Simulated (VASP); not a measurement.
Input of a VASP 6.6.1 run:

The input INCAR:

```
PREC     = Accurate       # precision mode
ENCUT    = 600            # plane-wave cutoff, eV
EDIFF    = 1E-7           # SCF threshold, eV
ISMEAR   = 0              # smearing method
SIGMA    = 0.2            # smearing width, eV
LREAL    = False          # projectors in reciprocal space
LASPH    = True           # aspherical terms in the spheres
NELM     = 100            # most SCF steps
ALGO     = Normal         # electronic algorithm
ISIF     = 3              # what is computed and relaxed
LWAVE    = False          # write WAVECAR
LCHARG   = False          # write CHGCAR
GGA      = PE             # functional
IBRION   = 2              # ionic algorithm
NSW      = 36             # ionic steps
EDIFFG   = -0.08          # ionic threshold
```

Contents of KPOINTS:

```
Automatic mesh
0
Gamma
  3 3 3
```

File POSCAR:

```
SnGe7
1.0
    5.9613442100      0.0000000000      0.0000000000
    0.0000000000      5.9613442100      0.0000000000
    0.0000000000      0.0000000000      5.9613442100
Sn Ge
1 7
Direct
    0.0000000000      0.0000000000      0.0000000000
    0.2526152100      0.2526152100      0.2526152100
    0.0000000000      0.5000000000      0.5000000000
    0.5000000000      0.5000000000      0.0000000000
    0.5000000000      0.0000000000      0.5000000000
    0.7473847900      0.2526152100      0.7473847900
    0.7473847900      0.7473847900      0.2526152100
    0.2526152100      0.7473847900      0.7473847900
```

Potentials or basis: VASP PAW PBE potentials, release 64 (Sn_d, Ge_d).

The run is started by

```sh
$ cat potpaw_PBE.64/Sn_d/POTCAR potpaw_PBE.64/Ge_d/POTCAR > POTCAR
$ mpirun -np 1 vasp_std > vasp.out
```

Task: Predict the space group after relaxing (to 0.1 Å).

Result: P-43m (No. 215).

Task: Estimate the band gap on the k mesh.

Result: Zero (filled and empty bands touch).

Task: What does it give for the relaxed cell?

Result: a = 5.888 Å, b = 5.888 Å, c = 5.888 Å, α = 90.00°, β = 90.00°, γ = 90.00°.

Task: What does it give for the relaxed volume?

Result: 25.51 Å³/atom.

The path:
```tsv
step	energy change (eV)	largest force (eV/Å)	pressure (GPa)	volume (Å³)
1	0.0000	0.7290	-1.56	211.85
2	-0.1109	0.3317	0.13	204.03
3	-0.1162	0.2136	0.68	201.86
4	-0.1276	0.0073	0.02	204.11
```

Caveat: semilocal functionals underestimate gaps, and a narrow one can read as zero; spin-orbit coupling is left out, which moves the levels of the heavy elements.
